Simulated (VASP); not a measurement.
**N: single point with PBE**

System: N.

```
N
1.0
     7.03385    0.00000    0.00000
     0.00000    7.03385    0.00000
     0.00000    0.00000    7.03385
N
12
Direct
  0.74518 0.21407 0.10457
  0.85299 0.15986 0.00105
  0.61429 0.36779 0.51401
  0.74460 0.44727 0.47364
  0.95550 0.55081 0.83255
  0.88221 0.67438 0.76551
  0.39916 0.01493 0.42497
  0.41765 0.86160 0.38386
  0.48960 0.88442 0.92493
  0.33477 0.91027 0.91115
  0.23343 0.40739 0.29558
  0.28273 0.45963 0.15562
```

- Program: VASP 6.6.1
- Task: single point
- Functional: PBE
- Potentials or basis: VASP PAW PBE potentials, release 64 (N)
- Cutoff: 520 eV
- k mesh: 1 × 1 × 1
- Occupations: fermi-dirac, width 0.05 eV
- Spin: no spin polarisation
- Dipole correction: no
- Further INCAR settings: ALGO = Normal; EDIFF = 1e-06; NBANDS = 42

```yaml
Pressure: 0.4 GPa
Largest_force: 1.752 eV/Å
```

Forces on the atoms (eV/Å):
```
N    0.555 -0.314 -0.594
N   -0.502  0.228  0.532
N   -0.242 -0.099  0.247
N    0.226  0.109 -0.307
N   -0.076  0.376 -0.069
N    0.246 -0.132  0.251
N    0.116 -1.697 -0.423
N   -0.166  1.565  0.467
N    0.592 -0.162  0.027
N   -0.672  0.104 -0.086
N   -0.425 -0.298  0.874
N    0.348  0.320 -0.917
```

Stress tensor (GPa, compression positive):
```
 0.60  0.57  0.24
 0.57 -0.31 -0.20
 0.24 -0.20  0.83
```

Levels at points of the mesh, in eV from the Fermi level:
```tsv
k point	band 26	band 27	band 28	band 29	band 30	band 31	band 32	band 33	band 34	band 35
(0.00, 0.00, 0.00)	-1.73	-1.56	-1.42	-1.38	-1.26	5.92	6.12	6.18	6.19	6.26
```

Wall time 20 s on 1 thread of Intel(R) Xeon(R) 6975P-C (Granite Rapids), with other jobs on the host, peak memory 0.33 GiB.

Caveat: the k points lie up to 0.89 Å⁻¹ apart; the standard files for N, O and F lose accuracy on very short bonds; the atoms stand as in a frame of molecular dynamics.
